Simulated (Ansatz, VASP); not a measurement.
## Se in VASP and in Ansatz

File POSCAR:

```
Se
1.0
   -1.7600399104      1.7600399104      1.7600399104
    1.7600399104     -1.7600399104      1.7600399104
    1.7600399104      1.7600399104     -1.7600399104
Se
1
Direct
    0.0000000000      0.0000000000      0.0000000000
```

The input INCAR.step1:

```
SYSTEM = Se
  ALGO = Normal
  EDIFF = 1E-4
  ENCUT = 600
  GGA = PE
  ISMEAR = -1
  LASPH = .TRUE.
  LCHARG = .FALSE.
  LREAL = .FALSE.
  LWAVE = .TRUE.
  NELM = 60
  PREC = Accurate
  SIGMA = 0.1
```

The input INCAR.step2:

```
SYSTEM = Se
  ALGO = Normal
  EDIFF = 1E-6
  EDIFFG = -0.01
  ENCUT = 600
  IBRION = 2
  ISIF = 3
  ISMEAR = -1
  ISTART = 1
  LASPH = .TRUE.
  LCHARG = .FALSE.
  LMIXTAU = .TRUE.
  LREAL = .FALSE.
  LWAVE = .FALSE.
  METAGGA = R2SCAN
  NELM = 60
  NSW = 80
  PREC = Accurate
  SIGMA = 0.1
```

KPOINTS

```
k-points
0
G
  13 13 13
  0 0 0
```

Input for Ansatz:

```yaml
crystal:
  lattice:
    - [-1.7600399104, 1.7600399104, 1.7600399104]
    - [1.7600399104, -1.7600399104, 1.7600399104]
    - [1.7600399104, 1.7600399104, -1.7600399104]
  atoms:
    - { symbol: Se, position: [0.0, 0.0, 0.0] }
hamiltonian:
  xc: r2scan
  pseudopotentials:
    kind: paw
    azcp:
      Se: "pseudopotentials/Se.paw.azcp"
basis:
  ecutwfc: 500
  fft_grid_basis: typed
kpoints:
  mp_grid: { grid: [13, 13, 13], shift: [0, 0, 0] }
magnetization:
  spin_polarized: false
scf:
  occupations: { method: fermi_dirac, width: 0.1 }
relax:
  max_steps: 60
  f_tol: 0.01
  cell: {}
```

Alike in both runs: task relaxation of cell and atoms; functional r2SCAN; k mesh 13 × 13 × 13; occupations fermi-dirac, width 0.1 eV; no spin polarisation.

|  | VASP | Ansatz |
| --- | --- | --- |
| version | VASP 6.6.1 | Ansatz 0.2.0 |
| potentials or method | VASP PAW PBE potentials, release 64 (Se), cutoff 600 eV | plane waves (500 eV) with PAW, scalar-relativistic |
| valence electrons in the cell | 6 | 16 |

|  | VASP | Ansatz | Ansatz less VASP |
| --- | --- | --- | --- |
| relaxed volume (Å³/atom) | 20.22 | 20.25 | +0.033 |
| relaxed cell length with the largest relative difference (Å) | 2.973 | 2.974 | +0.0016 |

VASP's potentials were made for PBE, not for r2SCAN. VASP's potentials hold 6 valence electrons a cell and Ansatz's 16, so a difference there can come from the potentials and not from the codes.
